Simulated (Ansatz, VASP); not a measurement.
**One calculation of Nb2Te2S, two programs**

INCAR

```
SYSTEM = Nb2Te2S
PREC = Accurate ; ENCUT = 520
EDIFF = 1E-7 ; ISMEAR = 0
SIGMA = 0.2 ; LREAL = .FALSE.
LASPH = .TRUE. ; NELM = 60
ALGO = Normal ; ISIF = 2
LWAVE = .FALSE. ; LCHARG = .FALSE.
GGA = PE ; NBANDS = 55
```

Contents of KPOINTS:

```
Automatic mesh
0
G
  6 4 4
  0 0 0
```

Contents of POSCAR:

```
Nb2Te2S
1.0
    4.3850732066      0.0000000000      0.0000000000
    0.0000000000      7.5951695887      0.0000000000
    0.0000000000      0.0000000000      8.2037598000
Nb Te S
4 4 2
Direct
    1.0000000000      0.3333333333      0.0862300000
    0.5000000000      0.8333333333      0.0862300000
    0.5000000000      0.1666666667      0.9137700000
    1.0000000000      0.6666666667      0.9137700000
    1.0000000000      0.3333333333      0.7367840000
    0.5000000000      0.8333333333      0.7367840000
    0.5000000000      0.1666666667      0.2632160000
    1.0000000000      0.6666666667      0.2632160000
    0.0000000000      0.0000000000      0.0000000000
    0.5000000000      0.5000000000      0.0000000000
```

Input for Ansatz:

```yaml
crystal:
  lattice:
    - [4.3850732066, 0.0, 0.0]
    - [0.0, 7.5951695887, 0.0]
    - [0.0, 0.0, 8.2037598]
  atoms:
    - { symbol: Nb, position: [1.0, 0.3333333333, 0.08623] }
    - { symbol: Nb, position: [0.5, 0.8333333333, 0.08623] }
    - { symbol: Nb, position: [0.5, 0.1666666667, 0.91377] }
    - { symbol: Nb, position: [1.0, 0.6666666667, 0.91377] }
    - { symbol: Te, position: [1.0, 0.3333333333, 0.736784] }
    - { symbol: Te, position: [0.5, 0.8333333333, 0.736784] }
    - { symbol: Te, position: [0.5, 0.1666666667, 0.263216] }
    - { symbol: Te, position: [1.0, 0.6666666667, 0.263216] }
    - { symbol: S, position: [0.0, 0.0, 0.0] }
    - { symbol: S, position: [0.5, 0.5, 0.0] }
basis:
  ecutwfc: 420
kpoints:
  mp_grid: { grid: [6, 4, 4] }
hamiltonian:
  xc: pbe
scf:
  occupations: { method: gaussian, width: 0.2 }
  lower_state_search: "off"
output:
  forces: true
  stress: true
  eigenvalues: true
```

Alike in both runs: task single point; functional PBE; k mesh 6 × 4 × 4; occupations gaussian, width 0.2 eV; no spin polarisation.

```csv
,VASP,Ansatz
version,VASP 6.6.1,Ansatz 0.2.0
potentials or method,"VASP PAW PBE potentials, release 64 (Nb_sv, Te, S), cutoff 520 eV","scalar-relativistic, plane waves, PAW"
valence electrons in the cell,88,128
```

VASP gave:

| Quantity | Value |
| --- | --- |
| gap on the k mesh at the Fermi level (eV) | none |
| pressure (GPa) | -0.1 |
| rms of the force components (eV/Å) | 0.008 |

Estimate Ansatz's values.

gap on the k mesh at the Fermi level (eV): none; pressure (GPa): 0.0; rms of the force components (eV/Å): 0.004.

Atom by atom the forces differ by 0.007 eV/Å (rms over components). A gap of «none» marks a metal or a gap that the smearing closes. VASP's potentials hold 88 valence electrons a cell and Ansatz's 128, so a difference there can come from the potentials and not from the codes.

Spin-orbit coupling is off throughout.
